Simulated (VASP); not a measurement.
# ZnCd2Se3 (I-4m2) in VASP: single point with PBE

Aim: the single point of ZnCd2Se3 with PBE.

Everything below comes from runs of VASP 6.6.1. Logs are shortened: lines on timing, memory, paths and dates and some standing lists are left out, and cuts for length are marked.

### 1 The cell of the first run

It takes space group I-4m2 (No. 119, tetragonal). The conventional cell has a = 4.254 Å, b = 4.254 Å, c = 18.269 Å, α = 90.00°, β = 90.00°, γ = 90.00°. Within 3.3 Å of Zn (site symmetry -4m2) lie 4 Se at 2.52 Å. Within 3.5 Å of Cd (site symmetry 2mm) lie 4 Se at 2.67 Å. Se (site symmetry 2mm) has 2 Zn at 2.52 Å and 2 Cd at 2.67 Å within 3.3 Å. Se (site symmetry -4m2) has 4 Cd at 2.67 Å within 3.5 Å.

### 2 Single point, PBE

Input file INCAR:

```
PREC = Accurate ; ENCUT = 500
EDIFF = 1E-6 ; ISMEAR = 0
SIGMA = 0.02 ; LREAL = F
LASPH = T ; NELM = 120
ALGO = Normal ; ISIF = 2
LWAVE = F ; LCHARG = F
GGA = PE ; NBANDS = 36
GGA_COMPAT = F
```

Input file KPOINTS:

```
regular mesh
0
Gamma
  10 10 10
```

Input file POSCAR:

```
ZnCd2Se3
1.0
   -2.1270612079      2.1270612079      9.1343840905
    2.1270612079     -2.1270612079      9.1343840905
    2.1270612079      2.1270612079     -9.1343840905
Zn Cd Se
1 2 3
Direct
    0.5000000000      0.5000000000      0.0000000000
    0.8380539872      0.8380539872      0.0000000000
    0.1619460128      0.1619460128      0.0000000000
    0.4265154370      0.9265154370      0.5000000000
    0.0734845630      0.5734845630      0.5000000000
    0.7500000000      0.2500000000      0.5000000000
```

Potentials or basis: VASP PAW PBE potentials, release 64 (Zn, Cd, Se).

On the command line:

```
cat potpaw_PBE.64/Zn/POTCAR potpaw_PBE.64/Cd/POTCAR potpaw_PBE.64/Se/POTCAR > POTCAR
mpirun -np 1 vasp_std > vasp.out
```

OUTCAR:

```text
PREC = Accurate
   ENCUT = 500
   EDIFF = 1E-6
   ISMEAR = 0
   LREAL = F
   LASPH = T
   NELM = 120
   ISIF = 2
   GGA = PE

 ion  position               nearest neighbor table
   1  0.500  0.500  0.000-   4 2.52   5 2.52   5 2.52   4 2.52
   2  0.838  0.838  0.000-   6 2.67   6 2.67   4 2.67   4 2.67
   3  0.162  0.162  0.000-   6 2.67   6 2.67   5 2.67   5 2.67
   4  0.427  0.927  0.500-   1 2.52   1 2.52   2 2.67   2 2.67
   5  0.073  0.573  0.500-   1 2.52   1 2.52   3 2.67   3 2.67
   6  0.750  0.250  0.500-   3 2.67   2 2.67   2 2.67   3 2.67

  LATTYP: Found a body centered tetragonal cell.
 ALAT       =     4.2541224158
 C/A-ratio  =     4.2943682375

  Lattice vectors:

 A1 = (  -2.1270612079,   2.1270612079,   9.1343840905)
 A2 = (   2.1270612079,  -2.1270612079,   9.1343840905)
 A3 = (   2.1270612079,   2.1270612079,  -9.1343840905)

Analysis of symmetry for initial positions (statically):
=====================================================================
 Subroutine PRICEL returns:
 Original cell was already a primitive cell.

 Routine SETGRP: Setting up the symmetry group for a
 body centered tetragonal supercell.

 Subroutine GETGRP returns: Found  8 space group operations
 (whereof  8 operations were pure point group operations)
 out of a pool of 16 trial point group operations.

The static configuration has the point symmetry D_2d.

Analysis of symmetry for dynamics (positions and initial velocities):
=====================================================================
 Subroutine PRICEL returns:
 Original cell was already a primitive cell.

 Routine SETGRP: Setting up the symmetry group for a
 body centered tetragonal supercell.

 Subroutine GETGRP returns: Found  8 space group operations
 (whereof  8 operations were pure point group operations)
 out of a pool of 16 trial point group operations.

The dynamic configuration has the point symmetry D_2d.

 Subroutine INISYM returns: Found  8 space group operations
 (whereof  8 operations are pure point group operations),
 and found     1 'primitive' translations

----------------------------------------------------------------------------------------

                                     Primitive cell

  volume of cell :     165.3100

  direct lattice vectors                    reciprocal lattice vectors
    -2.127061208  2.127061208  9.134384090     0.000000000  0.235066108  0.054738228
     2.127061208 -2.127061208  9.134384090     0.235066108  0.000000000  0.054738228
     2.127061208  2.127061208 -9.134384090     0.235066108  0.235066108  0.000000000

  length of vectors
     9.616951257  9.616951257  9.616951257     0.241355234  0.241355234  0.332433678

  position of ions in fractional coordinates (direct lattice)
     0.500000000  0.500000000  0.000000000
     0.838053987  0.838053987  0.000000000
     0.161946013  0.161946013  0.000000000
     0.426515437  0.926515437  0.500000000
     0.073484563  0.573484563  0.500000000
     0.750000000  0.250000000  0.500000000

  ion indices of the primitive-cell ions
   primitive index   ion index
                 1           1
                 2           2
                 3           3
                 4           4
                 5           5
                 6           6

----------------------------------------------------------------------------------------

 KPOINTS: regular mesh

Automatic generation of k-mesh.
 Grid dimensions read from file:
 generate k-points for:   10   10   10

 Generating k-lattice:

  Cartesian coordinates                     Fractional coordinates (reciprocal lattice)
     0.000000000  0.023506611  0.005473823     0.100000000  0.000000000  0.000000000
     0.023506611  0.000000000  0.005473823     0.000000000  0.100000000  0.000000000
     0.023506611  0.023506611  0.000000000     0.000000000  0.000000000  0.100000000

  Length of vectors
     0.024135523  0.024135523  0.033243368

  Shift w.r.t. Gamma in fractional coordinates (k-lattice)
     0.000000000  0.000000000  0.000000000

 Subroutine IBZKPT returns following result:
 ===========================================

 Found    102 irreducible k-points:

 Following reciprocal coordinates:
            Coordinates               Weight
  0.000000  0.000000  0.000000      1.000000
  0.100000 -0.000000  0.000000      8.000000
  0.200000 -0.000000  0.000000      8.000000
  0.300000  0.000000 -0.000000      8.000000
  0.400000  0.000000 -0.000000      8.000000
  0.500000 -0.000000  0.000000      4.000000
[... 16 lines left out ...]
  0.300000  0.300000 -0.000000      8.000000
  0.400000  0.300000 -0.000000     16.000000
 [... further k-points ...]
   k-points           NKPTS =    102   k-points in BZ     NKDIM =    102   number of bands    NBANDS=     36
   number of dos      NEDOS =    301   number of ions     NIONS =      6
   total plane-waves  NPLWV = 343000
   dimension x,y,z NGX =    70 NGY =   70 NGZ =   70
   dimension x,y,z NGXF=   140 NGYF=  140 NGZF=  140
   ions per type =               1   2   3
   NGX,Y,Z   is equivalent  to a cutoff of  12.10, 12.10, 12.10 a.u.
   NGXF,Y,Z  is equivalent  to a cutoff of  24.20, 24.20, 24.20 a.u.
 SYSTEM =  unknown system
   PREC   = accura    normal or accurate (medium, high low for compatibility)
   ISTART =      0    job   : 0-new  1-cont  2-samecut
   ICHARG =      2    charge: 1-file 2-atom 10-const
   ISPIN  =      1    spin polarized calculation?
   LNONCOLLINEAR =      F non collinear calculations
   LSORBIT =      F    spin-orbit coupling
   LASPH  =      T    aspherical Exc in radial PAW
   ENCUT  =  500.0 eV  36.75 Ry    6.06 a.u.  17.53 17.53 17.53*2*pi/ulx,y,z
   NELM   =    120;   NELMIN=  2; NELMDL= -5     # of ELM steps
   EDIFF  = 0.1E-05   stopping-criterion for ELM
   LREAL  =      F    real-space projection
   EDIFFG = 0.1E-04   stopping-criterion for IOM
   NSW    =      0    number of steps for IOM
   IBRION =     -1    ionic relax: 0-MD 1-quasi-New 2-CG
   NFREE  =      0    steps in history (QN), initial steepest desc. (CG)
   ISIF   =      2    stress and relaxation
   ISYM   =      2    0-nonsym 1-usesym 2-fastsym
   POTIM  = 0.5000    time-step for ionic-motion
   TEBEG  =    0.0;   TEEND  =   0.0 temperature during run
   PSTRESS=    0.0 pullay stress
   NELECT =      54.0000    total number of electrons
   NUPDOWN=      -1.0000    fix difference up-down
   EMIN   =  10.00;   EMAX   =-10.00  energy-range for DOS
   EFERMI =   0.00;   METHOD = LEGACY
   ISMEAR =     0;   SIGMA  =   0.02  broadening in eV -4-tet -1-fermi 0-gaus
   EFERMI_NEDOS =   21; number of points for ismear=-14 and -15
   IALGO  =     38    algorithm
   IMIX   =      4    mixing-type and parameters
     AMIX     =   0.40;   BMIX     =  1.00
     AMIX_MAG =   1.60;   BMIX_MAG =  1.00
  volume/ion in A,a.u.               =      27.55       185.93
  Fermi-wavevector in a.u.,A,eV,Ry     =   1.127473  2.130616 17.295678  1.271196
  Thomas-Fermi vector in A             =   2.264160
   LORBIT       =      0    0 simple, 1 ext, 2 COOP (PROOUT), +10 PAW based schemes
   GGA     = PE    functional components
   LHFCALC =     F    Hartree Fock is set to
   AEXX    =    0.0000 exact exchange contribution
   IVDW    =     0    specifies the selected vdW correction
   LEPSILON=     F    determine dielectric tensor
   LRPA    =     F    only Hartree local field effects (RPA)
 non-spin polarized calculation
 Gauss-broadening in eV      SIGMA  =   0.02
  energy-cutoff  :      500.00
  volume of cell :      165.31
 maximum number of plane-waves:      4217
   NGX = 35   NGY = 35   NGZ = 35

 number of electron      53.9999994 magnetization

 Free energy of the ion-electron system (eV)
  ---------------------------------------------------
  ext. energy  EPLUGINS =         0.00000000
  ---------------------------------------------------
  free energy    TOTEN  =       -16.95741758 eV

  energy without entropy =      -16.95741758  energy(sigma->0) =      -16.95741758

 E-fermi :   0.9431     XC(G=0):  -8.8170

 val. band max:        0.8099909872   @ k =   0.0000   0.0000   0.0000
 cond. band min:       1.4208221050   @ k =   0.0000   0.0000   0.0000
 fundamental gap:      0.6108311178
 Fermi energy:         0.9430792002

 k-point     1 :       0.0000    0.0000    0.0000
  band No.  band energies     occupation
      1     -11.7853      2.00000
      2     -11.3412      2.00000
      3     -11.2338      2.00000
      4      -6.9730      2.00000
      5      -6.9730      2.00000
      6      -6.9526      2.00000
[... 28 lines left out ...]
     35       6.7083      0.00000
     36       8.4039      0.00000

 k-point     2 :       0.1000   -0.0000    0.0000
  band No.  band energies     occupation
      1     -11.7560      2.00000
      2     -11.3373      2.00000
      3     -11.2253      2.00000
      4      -6.9698      2.00000
      5      -6.9690      2.00000
      6      -6.9502      2.00000
[... 28 lines left out ...]
     35       6.8673      0.00000
     36       8.0364      0.00000

 k-point     3 :       0.2000   -0.0000    0.0000
  band No.  band energies     occupation
      1     -11.6741      2.00000
      2     -11.3247      2.00000
      3     -11.2094      2.00000
      4      -6.9609      2.00000
      5      -6.9564      2.00000
      6      -6.9435      2.00000
[... 28 lines left out ...]
     35       7.1758      0.00000
     36       7.5528      0.00000

 k-point     4 :       0.3000    0.0000   -0.0000
  band No.  band energies     occupation
      1     -11.5576      2.00000
      2     -11.3055      2.00000
      3     -11.2061      2.00000
      4      -6.9562      2.00000
      5      -6.9483      2.00000
      6      -6.9079      2.00000
[... 28 lines left out ...]
     35       7.3822      0.00000
     36       7.6155      0.00000

 k-point     5 :       0.4000    0.0000   -0.0000
  band No.  band energies     occupation
      1     -11.4342      2.00000
      2     -11.2882      2.00000
      3     -11.2321      2.00000
      4      -6.9561      2.00000
      5      -6.9347      2.00000
      6      -6.8955      2.00000
[... 655 lines left out ...]
 k-point    22 :      -0.2000    0.2000    0.0000
  band No.  band energies     occupation
      1     -11.5787      2.00000
      2     -11.2733      2.00000
      3     -11.2049      2.00000
      4      -6.9339      2.00000
      5      -6.9292      2.00000
      6      -6.9257      2.00000
[... 28 lines left out ...]
     35       7.0642      0.00000
     36       7.9170      0.00000

 k-point    23 :       0.3000    0.3000   -0.0000
  band No.  band energies     occupation
      1     -11.3741      2.00000
      2     -11.2494      2.00000
      3     -11.1579      2.00000
      4      -6.9143      2.00000
      5      -6.8728      2.00000
      6      -6.8651      2.00000
[... 28 lines left out ...]
     35       7.5180      0.00000
     36       7.9760      0.00000

 k-point    24 :       0.4000    0.3000   -0.0000
  band No.  band energies     occupation
      1     -11.2859      2.00000
      2     -11.2154      2.00000
      3     -11.1667      2.00000
      4      -6.9050      2.00000
      5      -6.8554      2.00000
      6      -6.8476      2.00000
[... 28 lines left out ...]
     35       7.6880      0.00000
     36       8.3322      0.00000

 [... further k-points ...]

------------------------ aborting loop because EDIFF is reached ----------------------------------------

  FORCE on cell =-STRESS in cart. coord.  units (eV):
  Direction    XX          YY          ZZ          XY          YZ          ZX
  --------------------------------------------------------------------------------------
  -------------------------------------------------------------------------------------
  Total        0.2435829      0.2435829      0.2623307      0.0000000      0.0000000     -0.0000000
  in kB        2.3607939      2.3607939      2.5424972      0.0000000      0.0000000     -0.0000000
  external PRESSURE =       2.4213617 kB  Pullay stress =       0.0000000 kB

 VOLUME and BASIS-vectors are now :
 -----------------------------------------------------------------------------
  energy-cutoff  :      500.00
  volume of cell :      165.31
      direct lattice vectors                 reciprocal lattice vectors
    -2.127061208  2.127061208  9.134384090     0.000000000  0.235066108  0.054738228
     2.127061208 -2.127061208  9.134384090     0.235066108  0.000000000  0.054738228
     2.127061208  2.127061208 -9.134384090     0.235066108  0.235066108  0.000000000

 POSITION                                       TOTAL-FORCE (eV/Angst)
 -----------------------------------------------------------------------------------
      0.00000      0.00000      9.13438        -0.000000      0.000000      0.000000
      0.00000      0.00000     15.31021        -0.000000      0.000000     -0.000554
      0.00000      0.00000      2.95855        -0.000000      0.000000      0.000554
      2.12706      0.00000      7.79191         0.000000     -0.000000      0.018508
      2.12706      0.00000      1.34247         0.000000     -0.000000     -0.018508
      0.00000      2.12706      4.56719        -0.000000      0.000000      0.000000
 -----------------------------------------------------------------------------------
    total drift:                                0.000000     -0.000000     -0.000000

  FREE ENERGIE OF THE ION-ELECTRON SYSTEM (eV)
  ---------------------------------------------------
  free  energy   TOTEN  =       -16.9574175789 eV

  energy  without entropy=      -16.9574175789  energy(sigma->0) =      -16.95741758
```

Wall time 34 min (1 thread of Intel Xeon Platinum 8259CL at 2.50GHz (Skylake/Cascade Lake), shared host); peak memory 1 GiB.

Results:

- Free energy: -16.9574 eV
- Pressure: 0.2 GPa
- Largest force: 0.019 eV/Å
- Band gap on the k mesh: 0.61 eV

Forces on the atoms (eV/Å):
```
Zn   0.000  0.000  0.000
Cd   0.000  0.000 -0.001
Cd   0.000  0.000  0.001
Se   0.000  0.000  0.019
Se   0.000  0.000 -0.019
Se   0.000  0.000  0.000
```

Levels at points of the mesh, in eV from the valence-band top:
```tsv
k point	band 25	band 26	band 27	band 28	band 29	band 30
(0.00, 0.00, 0.00)	-0.11	0.00	0.00	0.61	3.35	3.52
(0.50, 0.00, 0.00)	-0.76	-0.63	-0.58	2.29	3.23	3.42
(0.50, 0.50, 0.00)	-2.09	-1.81	-1.81	3.14	3.53	4.32
(0.50, 0.50, 0.50)	-0.64	-0.43	-0.43	2.41	2.45	3.28
```
